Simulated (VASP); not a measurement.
InP3: single point with PBEsol

Crystal: InP3.

```
In P
1.0
     3.71646    2.14570    3.27694
    -3.71646    2.14570    3.27694
     0.00000   -4.29140    3.27694
In P
2 6
Direct
  0.27352 0.27352 0.27352
  0.72648 0.72648 0.72648
  0.79473 0.24146 0.79473
  0.79473 0.79473 0.24146
  0.24146 0.79473 0.79473
  0.20527 0.75854 0.20527
  0.75854 0.20527 0.20527
  0.20527 0.20527 0.75854
```

* Program: VASP 6.6.1
* Task: single point
* Functional: PBEsol
* Potentials or basis: VASP PAW PBE potentials, release 64 (In_d, P)
* Cutoff: 520 eV
* k mesh: 6 × 6 × 6
* Occupations: fermi-dirac, width 0.15 eV
* Spin: no spin polarisation

```yaml
Pressure: 0.0 GPa
Largest_force: 0.023 eV/Å
Band_gap_on_the_k_mesh: zero (band 28 reaches 7.02 eV, above the bottom of band 29 at 6.54 eV)
```

Forces in eV/Å, atoms in the order of the input:
```
In   0.000  0.000  0.006
In   0.000  0.000 -0.006
P    0.011 -0.006  0.019
P    0.000  0.013  0.019
P   -0.011 -0.006  0.019
P   -0.011  0.006 -0.019
P    0.011  0.006 -0.019
P    0.000 -0.013 -0.019
```

Levels at points of the mesh, in eV from the Fermi level:
| k point | band 24 | band 25 | band 26 | band 27 | band 28 | band 29 | band 30 | band 31 | band 32 | band 33 |
| --- | --- | --- | --- | --- | --- | --- | --- | --- | --- | --- |
| (0.00, 0.00, 0.00) | -2.37 | -2.37 | -2.19 | -0.81 | -0.81 | -0.31 | -0.30 | 1.91 | 2.20 | 2.20 |
| (0.50, 0.00, 0.00) | -2.67 | -2.64 | -1.64 | -1.21 | -1.17 | 0.22 | 2.47 | 2.49 | 3.02 | 3.26 |
| (0.50, 0.50, 0.00) | -2.65 | -1.50 | -0.88 | -0.72 | -0.08 | 1.16 | 1.31 | 2.11 | 2.30 | 3.40 |
| (0.50, 0.50, 0.50) | -1.14 | -0.05 | -0.05 | 0.08 | 0.08 | 1.47 | 1.58 | 1.58 | 1.76 | 1.76 |

Wall time 60 s on 1 thread of Intel(R) Xeon(R) 6975P-C (Granite Rapids), with other jobs on the host, peak memory 0.32 GiB.

Caveat: the PAW data sets were made with another functional, which shifts forces and pressure a little; spin-orbit coupling is left out, which moves the levels of the heavy elements.
